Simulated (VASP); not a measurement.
# GaSb (vib) (F-43m) in VASP: further runs, part 2 of 2

VASP 6.6.1.

## (4) Relaxation of cell and atoms, LDA

Contents of INCAR:

```
PREC = Accurate
ENCUT = 600
EDIFF = 1E-6
ISMEAR = 0
SIGMA = 0.01
LREAL = F
LASPH = T
NELM = 60
ALGO = Normal
ISIF = 3
LWAVE = F
LCHARG = F
IBRION = 2
NSW = 100
EDIFFG = -0.002
```

Contents of KPOINTS:

```
Automatic mesh
0
Gamma
  8 8 8
```

Contents of POSCAR:

```
GaSb
1.0
    0.0000000000      3.0244336198      3.0244336198
    3.0244336198      0.0000000000      3.0244336198
    3.0244336198      3.0244336198      0.0000000000
Ga Sb
1 1
Direct
    0.0000000000      0.0000000000      0.0000000000
    0.2500000000      0.2500000000      0.2500000000
```

Potentials or basis: VASP PAW LDA potentials, release 64 (Ga_d, Sb).

On the command line:

```sh
> cat potpaw_LDA.64/Ga_d/POTCAR potpaw_LDA.64/Sb/POTCAR > POTCAR
> mpirun -np 1 vasp_std > vasp.out
```

OUTCAR:

```text
PREC = Accurate
   ENCUT = 600
   EDIFF = 1E-6
   ISMEAR = 0
   LREAL = F
   LASPH = T
   NELM = 60
   ISIF = 3
   IBRION = 2
   NSW = 100
   EDIFFG = -0.002

 ion  position               nearest neighbor table
   1  0.000  0.000  0.000-   2 2.62   2 2.62   2 2.62   2 2.62
   2  0.250  0.250  0.250-   1 2.62   1 2.62   1 2.62   1 2.62

  LATTYP: Found a face centered cubic cell.
 ALAT       =     6.0488672396

  Lattice vectors:

 A1 = (   0.0000000000,   3.0244336198,   3.0244336198)
 A2 = (   3.0244336198,   0.0000000000,   3.0244336198)
 A3 = (   3.0244336198,   3.0244336198,   0.0000000000)

Analysis of symmetry for initial positions (statically):
=====================================================================
 Subroutine PRICEL returns:
 Original cell was already a primitive cell.

 Routine SETGRP: Setting up the symmetry group for a
 face centered cubic supercell.

 Subroutine GETGRP returns: Found 24 space group operations
 (whereof 24 operations were pure point group operations)
 out of a pool of 48 trial point group operations.

The static configuration has the point symmetry T_d .

Analysis of symmetry for dynamics (positions and initial velocities):
=====================================================================
 Subroutine PRICEL returns:
 Original cell was already a primitive cell.

 Routine SETGRP: Setting up the symmetry group for a
 face centered cubic supercell.

 Subroutine GETGRP returns: Found 24 space group operations
 (whereof 24 operations were pure point group operations)
 out of a pool of 48 trial point group operations.

The dynamic configuration has the point symmetry T_d .

 Subroutine INISYM returns: Found 24 space group operations
 (whereof 24 operations are pure point group operations),
 and found     1 'primitive' translations

----------------------------------------------------------------------------------------

                                     Primitive cell

  volume of cell :      55.3302

  direct lattice vectors                    reciprocal lattice vectors
     0.000000000  3.024433620  3.024433620    -0.165320210  0.165320210  0.165320210
     3.024433620  0.000000000  3.024433620     0.165320210 -0.165320210  0.165320210
     3.024433620  3.024433620  0.000000000     0.165320210  0.165320210 -0.165320210

  length of vectors
     4.277195044  4.277195044  4.277195044     0.286343003  0.286343003  0.286343003

  position of ions in fractional coordinates (direct lattice)
     0.000000000  0.000000000  0.000000000
     0.250000000  0.250000000  0.250000000

  ion indices of the primitive-cell ions
   primitive index   ion index
                 1           1
                 2           2

----------------------------------------------------------------------------------------

 KPOINTS: Automatic mesh

Automatic generation of k-mesh.
 Grid dimensions read from file:
 generate k-points for:    8    8    8

 Generating k-lattice:

  Cartesian coordinates                     Fractional coordinates (reciprocal lattice)
[... 46 lines left out ...]
   dimension x,y,z NGXF=    72 NGYF=   72 NGZF=   72
   ions per type =               1   1
   NGX,Y,Z   is equivalent  to a cutoff of  13.99, 13.99, 13.99 a.u.
   NGXF,Y,Z  is equivalent  to a cutoff of  27.98, 27.98, 27.98 a.u.
 SYSTEM =  unknown system
   PREC   = accura    normal or accurate (medium, high low for compatibility)
   ISTART =      0    job   : 0-new  1-cont  2-samecut
   ICHARG =      2    charge: 1-file 2-atom 10-const
   ISPIN  =      1    spin polarized calculation?
   LNONCOLLINEAR =      F non collinear calculations
   LSORBIT =      F    spin-orbit coupling
   LASPH  =      T    aspherical Exc in radial PAW
   ENCUT  =  600.0 eV  44.10 Ry    6.64 a.u.   8.54  8.54  8.54*2*pi/ulx,y,z
   NELM   =     60;   NELMIN=  2; NELMDL= -5     # of ELM steps
   EDIFF  = 0.1E-05   stopping-criterion for ELM
   LREAL  =      F    real-space projection
   EDIFFG = -.2E-02   stopping-criterion for IOM
   NSW    =    100    number of steps for IOM
   IBRION =      2    ionic relax: 0-MD 1-quasi-New 2-CG
   NFREE  =      1    steps in history (QN), initial steepest desc. (CG)
   ISIF   =      3    stress and relaxation
   ISYM   =      2    0-nonsym 1-usesym 2-fastsym
   POTIM  = 0.5000    time-step for ionic-motion
   TEBEG  =    0.0;   TEEND  =   0.0 temperature during run
   PSTRESS=    0.0 pullay stress
   NELECT =      18.0000    total number of electrons
   NUPDOWN=      -1.0000    fix difference up-down
   EMIN   =  10.00;   EMAX   =-10.00  energy-range for DOS
   EFERMI =   0.00;   METHOD = LEGACY
   ISMEAR =     0;   SIGMA  =   0.01  broadening in eV -4-tet -1-fermi 0-gaus
   EFERMI_NEDOS =   21; number of points for ismear=-14 and -15
   IALGO  =     38    algorithm
   IMIX   =      4    mixing-type and parameters
     AMIX     =   0.40;   BMIX     =  1.00
     AMIX_MAG =   1.60;   BMIX_MAG =  1.00
  volume/ion in A,a.u.               =      27.67       186.69
  Fermi-wavevector in a.u.,A,eV,Ry     =   1.125931  2.127700 17.248373  1.267720
  Thomas-Fermi vector in A             =   2.262610
   LORBIT       =      0    0 simple, 1 ext, 2 COOP (PROOUT), +10 PAW based schemes
   GGA     = CA    functional components
   LHFCALC =     F    Hartree Fock is set to
   AEXX    =    0.0000 exact exchange contribution
   IVDW    =     0    specifies the selected vdW correction
   LEPSILON=     F    determine dielectric tensor
   LRPA    =     F    only Hartree local field effects (RPA)
 conjugate gradient relaxation of ions
 non-spin polarized calculation
 Gauss-broadening in eV      SIGMA  =   0.01
  energy-cutoff  :      600.00
  volume of cell :       55.33
 maximum number of plane-waves:      1868
 NGX is ok and might be reduce to    36
   NGX = 17   NGY = 17   NGZ = 17

--------------------------------------- Ionic step        1  -------------------------------------------

 number of electron      18.0000004 magnetization

 Free energy of the ion-electron system (eV)
  ---------------------------------------------------
  ext. energy  EPLUGINS =         0.00000000
  ---------------------------------------------------
  free energy    TOTEN  =        -8.66633174 eV

  energy without entropy =       -8.66633174  energy(sigma->0) =       -8.66633174

------------------------ aborting loop because EDIFF is reached ----------------------------------------

  FORCE on cell =-STRESS in cart. coord.  units (eV):
  Direction    XX          YY          ZZ          XY          YZ          ZX
  --------------------------------------------------------------------------------------
  -------------------------------------------------------------------------------------
  Total        0.0467987      0.0467987      0.0467987     -0.0000000     -0.0000000      0.0000000
  in kB        1.3551348      1.3551348      1.3551348     -0.0000000     -0.0000000      0.0000000
  external PRESSURE =       1.3551348 kB  Pullay stress =       0.0000000 kB
[... 167 lines left out ...]
--------------------------------------- Ionic step        6  -------------------------------------------

 number of electron      18.0000004 magnetization

 Free energy of the ion-electron system (eV)
  ---------------------------------------------------
  ext. energy  EPLUGINS =         0.00000000
  ---------------------------------------------------
  free energy    TOTEN  =        -8.66640202 eV

  energy without entropy =       -8.66640202  energy(sigma->0) =       -8.66640202

 E-fermi :   5.0476     XC(G=0):  -9.5310

 val. band max:        5.0071261985   @ k =   0.0000   0.0000   0.0000
 cond. band min:       5.1047826217   @ k =   0.0000   0.0000   0.0000
 fundamental gap:      0.0976564232
 Fermi energy:         5.0475947925

 k-point     1 :       0.0000    0.0000    0.0000
  band No.  band energies     occupation
      1     -10.2066      2.00000
      2     -10.2066      2.00000
      3     -10.2066      2.00000
      4     -10.1525      2.00000
      5     -10.1525      2.00000
      6      -6.7305      2.00000
      7       5.0071      2.00000
      8       5.0071      2.00000
      9       5.0071      2.00000
     10       5.1048      0.00000
     11       7.7464      0.00000
     12       7.7464      0.00000
     13       7.7464      0.00000
[... 354 lines left out ...]
  band No.  band energies     occupation
      1     -10.2431      2.00000
      2     -10.1915      2.00000
      3     -10.1881      2.00000
      4     -10.1560      2.00000
      5     -10.1525      2.00000
      6      -4.6585      2.00000
      7      -1.5118      2.00000
      8       1.7695      2.00000
      9       3.0206      2.00000
     10       7.3083      0.00000
     11       8.3565      0.00000
     12      10.4159      0.00000
     13      11.4435      0.00000

 [... further k-points ...]
[... 5 lines left out ...]
  --------------------------------------------------------------------------------------
  -------------------------------------------------------------------------------------
  Total        0.0017271      0.0017271      0.0017271      0.0000000      0.0000000     -0.0000000
  in kB        0.0498667      0.0498667      0.0498667      0.0000000      0.0000000     -0.0000000
  external PRESSURE =       0.0498667 kB  Pullay stress =       0.0000000 kB
[... 17 lines left out ...]
  FREE ENERGIE OF THE ION-ELECTRON SYSTEM (eV)
  ---------------------------------------------------
  free  energy   TOTEN  =        -8.6664020219 eV

  energy  without entropy=       -8.6664020219  energy(sigma->0) =       -8.66640202

 reached required accuracy - stopping structural energy minimisation
```

Run time: 78 s. Hardware: 1 thread of Intel Xeon Platinum 8175M at 2.50GHz (Skylake/Cascade Lake), shared host; peak memory 0.18 GiB.

What came out:

- Free energy: -8.6664 eV
- Relaxed volume: 27.75 Å³/atom
- Relaxed cell: a = 4.281 Å, b = 4.281 Å, c = 4.281 Å, α = 60.00°, β = 60.00°, γ = 60.00°
- Space group after relaxing (to 0.05 Å): F-43m (No. 216)
- Energy gained by relaxing: 0.0 meV/atom
- Ionic steps: 6
- Pressure after relaxing: 0.0 GPa
- Band gap on the k mesh: 0.10 eV, direct

Final structure:
```cif
data_structure
_symmetry_space_group_name_H-M 'P 1'
_symmetry_Int_Tables_number 1
_cell_length_a 4.2813
_cell_length_b 4.2813
_cell_length_c 4.2813
_cell_angle_alpha 60.000
_cell_angle_beta 60.000
_cell_angle_gamma 60.000
_cell_volume 55.49
loop_
_atom_site_label
_atom_site_type_symbol
_atom_site_fract_x
_atom_site_fract_y
_atom_site_fract_z
_atom_site_occupancy
Ga1 Ga 0.00000 0.00000 0.00000 1
Sb1 Sb 0.25000 0.25000 0.25000 1
```

Levels at points of the mesh, in eV from the valence-band top:
| k point | band 7 | band 8 | band 9 | band 10 | band 11 | band 12 |
| --- | --- | --- | --- | --- | --- | --- |
| (0.00, 0.00, 0.00) | 0.00 | 0.00 | 0.00 | 0.10 | 2.74 | 2.74 |
| (0.50, 0.00, 0.00) | -6.56 | -1.21 | -1.21 | 0.36 | 3.71 | 3.71 |
| (0.50, 0.50, 0.00) | -7.00 | -2.69 | -2.69 | 0.80 | 1.10 | 8.78 |

Caveat: spin-orbit coupling is left out, which moves the levels of the heavy elements. A k mesh can miss the band edges.

## (5) Relaxation of cell and atoms, LDA

This run uses another cell than the first one, of 28.89 Å³/atom, 1.046 times its volume.

Edit INCAR of step 4 so:

```diff
@@ -4,3 +4,3 @@
 ISMEAR = 0
-SIGMA = 0.01
+SIGMA = 0.1
 LREAL = F
@@ -12,2 +12,3 @@
 LCHARG = F
+GGA = CA
 IBRION = 2
```

Contents of KPOINTS:

```
Automatic mesh
0
Gamma
  10 10 10
```

Contents of POSCAR:

```
GaSb
1.0
    0.0000000000      3.0686043200      3.0686043200
    3.0686043200      0.0000000000      3.0686043200
    3.0686043200      3.0686043200      0.0000000000
Ga Sb
1 1
Direct
    0.0000000000      0.0000000000      0.0000000000
    0.2500000000      0.2500000000      0.2500000000
```

On the command line:

```sh
> cat potpaw_LDA.64/Ga_d/POTCAR potpaw_LDA.64/Sb/POTCAR > POTCAR
> mpirun -np 1 vasp_std > vasp.out
```

It took 96 s on 1 thread of Intel Xeon Platinum 8175M at 2.50GHz (Skylake/Cascade Lake), shared host; peak memory 0.2 GiB.

Results (log left out):

```
Free energy                            : -8.6726 eV
Relaxed volume                         : 27.76 Å³/atom
Relaxed cell                           : a = 4.282 Å, b = 4.282 Å, c = 4.282 Å, α = 60.00°, β = 60.00°, γ = 60.00°
Space group after relaxing (to 0.05 Å) : F-43m (No. 216)
Energy gained by relaxing              : 7.4 meV/atom
Ionic steps                            : 3
Pressure after relaxing                : 0.0 GPa
Band gap on the k mesh                 : 0.09 eV, direct
```

Step by step:
| step | energy change (eV) | largest force (eV/Å) | pressure (GPa) | volume (Å³) |
| --- | --- | --- | --- | --- |
| 1 | 0.0000 | 0.0000 | -2.04 | 57.79 |
| 2 | -0.0131 | 0.0000 | 0.77 | 54.77 |
| 3 | -0.0149 | 0.0000 | -0.01 | 55.52 |

Final structure:
```
Ga Sb
1.0
     0.00000    3.02790    3.02790
     3.02790    0.00000    3.02790
     3.02790    3.02790    0.00000
Ga Sb
1 1
Direct
  0.00000 0.00000 0.00000
  0.25000 0.25000 0.25000
```

Levels at points of the mesh, in eV from the valence-band top:
| k point | band 5 | band 6 | band 7 | band 8 | band 9 | band 10 | band 11 | band 12 | band 13 |
| --- | --- | --- | --- | --- | --- | --- | --- | --- | --- |
| (0.00, 0.00, 0.00) | -15.15 | -11.73 | 0.00 | 0.00 | 0.00 | 0.09 | 2.74 | 2.74 | 2.74 |
| (0.50, 0.00, 0.00) | -15.15 | -10.03 | -6.56 | -1.20 | -1.20 | 0.36 | 3.71 | 3.71 | 6.29 |
| (0.50, 0.50, 0.00) | -15.15 | -9.16 | -6.99 | -2.68 | -2.68 | 0.80 | 1.11 | 8.77 | 8.77 |

Caveat: spin-orbit coupling is left out, which moves the levels of the heavy elements.

## (6) The runs side by side

| task | cell | k mesh | cutoff (eV) | smearing | gap on the mesh (eV) | pressure (GPa) | relaxed volume (Å³/atom) |
| --- | --- | --- | --- | --- | --- | --- | --- |
| single point | a = 4.276 Å, angles 60.0°, 2 atoms | 8 × 8 × 8 | 520 | gaussian 0.01 eV | 0.13 | 0.2 | - |
| single point | a = 4.277 Å, angles 60.0°, 2 atoms | 10 × 10 × 10 | 520 | gaussian 0.1 eV | 0.12 | 0.2 | - |
| relaxation of cell and atoms | relaxed from a = 4.277 Å, angles 60.0°, 2 atoms | 8 × 8 × 8 | 600 | gaussian 0.01 eV | 0.10 | 0.0 | 27.75 |
| relaxation of cell and atoms | relaxed from a = 4.340 Å, angles 60.0°, 2 atoms | 10 × 10 × 10 | 600 | gaussian 0.1 eV | 0.09 | 0.0 | 27.76 |

Alike in all rows: level LDA; potentials or basis VASP PAW LDA potentials, release 64 (Ga_d, Sb); no spin polarisation.

Caveats: spin-orbit coupling is left out, which moves the levels of the heavy elements.

Total energies depend on the potentials used, so only differences within one code and one set of settings carry meaning.
